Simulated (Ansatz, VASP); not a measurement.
## Ga3Se: VASP beside Ansatz

POSCAR

```
Ga3Se
1.0
    4.4324650000      0.0000000000      0.0000000000
    0.0000000000      4.4324650000      0.0000000000
    0.0000000000      0.0000000000      4.4324650000
Se Ga
1 3
Direct
    0.0000000000      0.0000000000      0.0000000000
    0.5000000000      0.5000000000      0.0000000000
    0.5000000000      0.0000000000      0.5000000000
    0.0000000000      0.5000000000      0.5000000000
```

Contents of INCAR.step1:

```
PREC     = Accurate       # precision mode
ENCUT    = 520            # plane-wave cutoff, eV
EDIFF    = 1E-5           # SCF threshold, eV
ISMEAR   = -1             # smearing method
SIGMA    = 0.05           # smearing width, eV
LREAL    = F              # projectors in reciprocal space
LASPH    = T              # aspherical terms in the spheres
NELM     = 100            # most SCF steps
ALGO     = Normal         # electronic algorithm
ISIF     = 2              # what is computed and relaxed
LWAVE    = T              # write WAVECAR
GGA      = PE             # functional
NBANDS   = 30             # bands
KPAR     = 4
```

Contents of INCAR.step2:

```
PREC     = Accurate       # precision mode
ENCUT    = 520            # plane-wave cutoff, eV
EDIFF    = 1E-6           # SCF threshold, eV
ISMEAR   = -1             # smearing method
SIGMA    = 0.05           # smearing width, eV
LREAL    = F              # projectors in reciprocal space
LASPH    = T              # aspherical terms in the spheres
NELM     = 100            # most SCF steps
ALGO     = Normal         # electronic algorithm
ISIF     = 2              # what is computed and relaxed
LWAVE    = F              # write WAVECAR
LCHARG   = T              # write CHGCAR
GGA      = PE             # functional
LHFCALC  = T              # exact exchange
AEXX     = 0.25           # exact-exchange fraction
PRECFOCK = Normal       
LVHAR    = T            
ISTART   = 1            
NBANDS   = 30             # bands
KPAR     = 4
```

Contents of KPOINTS:

```
regular mesh
0
Gamma
  4 4 4
```

Contents of input.yaml:

```yaml
crystal:
  lattice:
    - [4.432465, 0.0, 0.0]
    - [0.0, 4.432465, 0.0]
    - [0.0, 0.0, 4.432465]
  atoms:
    - { symbol: Se, position: [0.0, 0.0, 0.0] }
    - { symbol: Ga, position: [0.5, 0.5, 0.0] }
    - { symbol: Ga, position: [0.5, 0.0, 0.5] }
    - { symbol: Ga, position: [0.0, 0.5, 0.5] }
hamiltonian:
  xc: pbe0
  pseudopotentials: { kind: paw }
kpoints:
  mp_grid: { grid: [4, 4, 4] }
scf:
  occupations: { method: fermi_dirac, width: 0.05 }
  n_extra_bands: 10
output:
  forces: true
  stress: true
  eigenvalues: true
  dos: { projected: true, de: 0.05 }
  write_density: true
  write_potential: true
  elf: true
  volumetric_format: npy
```

Alike in both runs: functional PBE0; k mesh 4 × 4 × 4; occupations fermi-dirac, width 0.05 eV; no spin polarisation.

```csv
,VASP,Ansatz
version,VASP 6.6.1,Ansatz 0.2.0
potentials or method,"VASP PAW PBE potentials, release 64 (Se, Ga_d)",Ansatz PAW
plane-wave cutoff (eV),520,420
valence electrons in the cell,45,55
task,single point,projected density of states
```

```tsv
	VASP	Ansatz	Ansatz less VASP
gap on the k mesh at the Fermi level (eV)	none	none	-
pressure (GPa)	-0.9	-0.8	+0.06
```

A gap of «none» marks a metal or a gap that the smearing closes. With one functional, cell and mesh, what is left measures potentials, basis and numerics. VASP's potentials hold 45 valence electrons a cell and Ansatz's 55, so a difference there can come from the potentials and not from the codes.
